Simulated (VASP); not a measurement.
Wanted: the native input for a VASP 6.6.1 run.

```
Task                   : single point
Functional             : PBE
Potentials or basis    : VASP PAW PBE potentials, release 64 (Ti_sv, Sn_d, Te)
Cutoff                 : 520 eV
k mesh                 : 3 × 3 × 6
Occupations            : gaussian, width 0.1 eV
Spin                   : no spin polarisation
Dipole correction      : no
Further INCAR settings : ALGO = Normal; EDIFF = 1e-06; NBANDS = 38
```

The structure of TiSn2Te3 lies in POSCAR:

```
TiSn2Te3
1.0
    7.0810441100      0.0000000000      0.0000000000
   -3.5405220600      6.1323640900      0.0000000000
    0.0000000000      0.0000000000      3.7060282600
Ti Sn Te
1 2 3
Direct
    0.0000000000      0.0000000000      0.0000000000
    0.3333333300      0.6666666700      0.0000000000
    0.6666666700      0.3333333300      0.0000000000
    0.5000000000      0.0000000000      0.5000000000
    0.5000000000      0.5000000000      0.5000000000
    0.0000000000      0.5000000000      0.5000000000
```

The input as run:

INCAR

```
  PREC = Accurate
  ENCUT = 520
  EDIFF = 1E-6
  ISMEAR = 0
  SIGMA = 0.1
  LREAL = False
  LASPH = True
  NELM = 100
  ALGO = Normal
  ISIF = 2
  LWAVE = False
  LCHARG = False
  GGA = PE
  NBANDS = 38
```

KPOINTS

```
Automatic mesh
0
Gamma
  3 3 6
```

Potentials or basis: VASP PAW PBE potentials, release 64 (Ti_sv, Sn_d, Te).

Run with:

```console
$ cat potpaw_PBE.64/Ti_sv/POTCAR potpaw_PBE.64/Sn_d/POTCAR potpaw_PBE.64/Te/POTCAR > POTCAR
$ mpirun -np 1 vasp_std > vasp.out
```

It gave:

| Item | Value |
| --- | --- |
| Pressure | 18.7 GPa |
| Band gap on the k mesh | zero (band 29 reaches 8.38 eV, above the bottom of band 30 at 8.10 eV) |

Caveat: spin-orbit coupling is left out, which moves the levels of the heavy elements.

It took 87 s on 1 thread of Intel(R) Xeon(R) Platinum 8488C (Sapphire Rapids), with other jobs on the host, peak memory 0.3 GiB.
